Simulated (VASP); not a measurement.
# Ti: single point with PBE

The system is Ti.

```
Ti
1.0
    -1.49900    1.49900    2.02125
     1.49900   -1.49900    2.02125
     1.49900    1.49900   -2.02125
Ti
1
Cartesian
  0.0000 0.0000 0.0000
```

- Program: VASP 6.6.1
- Task: single point
- Functional: PBE
- Potentials or basis: VASP PAW PBE potentials, release 64 (Ti_sv)
- Cutoff: 520 eV
- k mesh: 22 × 22 × 22
- Occupations: gaussian, width 0.15 eV
- Spin: no spin polarisation

```
Pressure               : -4.4 GPa
Band gap on the k mesh : zero (bands 6 and 7 overlap by 1.32 eV)
```

Stress tensor (GPa, compression positive):
```
-4.94  0.00  0.00
 0.00 -4.94  0.00
 0.00  0.00 -3.37
```

Levels at points of the mesh, in eV from the Fermi level:
```
           k point  band 3  band 4  band 5  band 6  band 7  band 8  band 9  band 10
(0.00, 0.00, 0.00)  -32.69  -32.69   -5.98    0.75    0.75    1.09    2.18     2.56
(0.50, 0.00, 0.00)  -32.79  -32.74   -2.48    0.55    0.55    0.95    3.29     3.47
(0.50, 0.50, 0.00)  -32.90  -32.86   -2.43   -1.54    2.38    3.37    3.50     3.75
(0.50, 0.50, 0.50)  -32.93  -32.93   -2.38   -1.65    3.24    3.37    3.65     3.65
```

Run time: 110 s on 1 thread of Intel(R) Xeon(R) Platinum 8559C (Emerald Rapids), with other jobs on the host, peak memory 0.29 GiB.

Caveat: the cell stands under tension.
